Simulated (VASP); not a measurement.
# GaN in VASP: notebook, part 2 of 2

VASP 6.6.1. Earlier steps stand in the parts before.

### 3 Single point, PBE (shear xy strain -0.5%)

INCAR reads:

```
ALGO = Normal
EDIFF = 1E-7
ENCUT = 520
GGA = PE
ISIF = 2
ISMEAR = 0
LASPH = T
LCHARG = F
LREAL = F
LWAVE = F
NBANDS = 16
NELM = 80
PREC = Accurate
SIGMA = 0.01
```

KPOINTS reads:

```
k-points
0
Gamma
  6 6 6
```

POSCAR reads:

```
GaN
1.0
   -0.0052712881      2.1085152370      2.1085152370
    2.1085152370     -0.0052712881      2.1085152370
    2.1032439489      2.1032439489      0.0000000000
Ga N
1 1
Direct
    0.0000000000      0.0000000000      0.0000000000
    0.5000000000      0.5000000000      0.5000000000
```

Potentials or basis: VASP PAW PBE potentials, release 64 (Ga_d, N).

Started as:

```
cat potpaw_PBE.64/Ga_d/POTCAR potpaw_PBE.64/N/POTCAR > POTCAR
mpirun -np 1 vasp_std > vasp.out
```

OUTCAR:

```text
EDIFF = 1E-7
   ENCUT = 520
   GGA = PE
   ISIF = 2
   ISMEAR = 0
   LASPH = T
   LREAL = F
   NELM = 80
   PREC = Accurate

 ion  position               nearest neighbor table
   1  0.000  0.000  0.000-   2 2.11   2 2.11   2 2.11   2 2.11   2 2.11   2 2.11
   2  0.500  0.500  0.500-   1 2.11   1 2.11   1 2.11   1 2.11   1 2.11   1 2.11

  LATTYP: Found a body centered orthorhombic cell.
 ALAT       =     2.9744361175
 B/A-ratio  =     1.0050125313
 C/A-ratio  =     1.4177579573

  Lattice vectors:

 A1 = (   0.0052712881,  -2.1085152370,  -2.1085152370)
 A2 = (  -0.0052712881,   2.1085152370,  -2.1085152370)
 A3 = (   2.1085152370,  -0.0052712881,   2.1085152370)

Analysis of symmetry for initial positions (statically):
=====================================================================
 Subroutine PRICEL returns:
 Original cell was already a primitive cell.

 Routine SETGRP: Setting up the symmetry group for a
 body centered orthorhombic supercell.

 Subroutine GETGRP returns: Found  8 space group operations
 (whereof  8 operations were pure point group operations)
 out of a pool of  8 trial point group operations.

[... 164 lines left out ...]

 val. band max:        8.0249778006   @ k =  -0.1667   0.1667   0.0000
 cond. band min:       8.6175555245   @ k =   0.5000   0.5000   0.0000
 fundamental gap:      0.5925777239
 Fermi energy:         8.0862465483

 k-point     1 :       0.0000    0.0000    0.0000
  band No.  band energies     occupation
      1      -9.3803      2.00000
      2      -6.0100      2.00000
      3      -6.0093      2.00000
      4      -6.0081      2.00000
      5      -5.9128      2.00000
      6      -5.9127      2.00000
[... 433 lines left out ...]
      3      -5.8922      2.00000
      4      -5.8184      2.00000
      5      -5.7436      2.00000
      6      -3.7891      2.00000
[... 8 lines left out ...]
     15      33.1846      0.00000
     16      34.5271      0.00000

 [... further k-points ...]

------------------------ aborting loop because EDIFF is reached ----------------------------------------

  FORCE on cell =-STRESS in cart. coord.  units (eV):
  Direction    XX          YY          ZZ          XY          YZ          ZX
  --------------------------------------------------------------------------------------
  -------------------------------------------------------------------------------------
  Total        1.0447409      1.0447409      1.0437693      0.1264331      0.0000000      0.0000000
  in kB       89.2815426     89.2815426     89.1985060     10.8047261      0.0000000      0.0000000
  external PRESSURE =      89.2538638 kB  Pullay stress =       0.0000000 kB

 VOLUME and BASIS-vectors are now :
 -----------------------------------------------------------------------------
  energy-cutoff  :      520.00
  volume of cell :       18.75
      direct lattice vectors                 reciprocal lattice vectors
    -0.005271288  2.108515237  2.108515237    -0.236542335  0.236542335  0.237133691
     2.108515237 -0.005271288  2.108515237     0.236542335 -0.236542335  0.237133691
     2.103243949  2.103243949  0.000000000     0.237728011  0.237728011 -0.237133691

 POSITION                                       TOTAL-FORCE (eV/Angst)
 -----------------------------------------------------------------------------------
      0.00000      0.00000      0.00000         0.000000      0.000000      0.000000
      2.10324      2.10324      2.10852        -0.000000     -0.000000      0.000000
 -----------------------------------------------------------------------------------
    total drift:                                0.000000     -0.000000     -0.000000

  FREE ENERGIE OF THE ION-ELECTRON SYSTEM (eV)
  ---------------------------------------------------
  free  energy   TOTEN  =       -11.1721555334 eV

  energy  without entropy=      -11.1721555334  energy(sigma->0) =      -11.17215553
```

stdout:

```text
POSCAR found type information on POSCAR GaN
 POSCAR found :  2 types and       2 ions
 scaLAPACK will be used
 LDA part: xc-table for (Slater+PW92), standard interpolation
 POSCAR, INCAR and KPOINTS ok, starting setup
 FFT: planning ... GRIDC
 FFT: planning ... GRID_SOFT
 FFT: planning ... GRID
 WAVECAR not read
 entering main loop
```

Run time: 7.7 s. Hardware: 1 thread of Intel Xeon Platinum 8488C (Sapphire Rapids), shared host; peak memory 0.14 GiB.

Results:

```yaml
Free_energy: -11.1722 eV
Pressure: 8.9 GPa
Band_gap_on_the_k_mesh: 0.59 eV, indirect (least direct gap 2.80 eV)
```

Caveat: the k points lie up to 0.43 Å⁻¹ apart; the cell differs from its parent crystal (shear xy strain -0.5%).
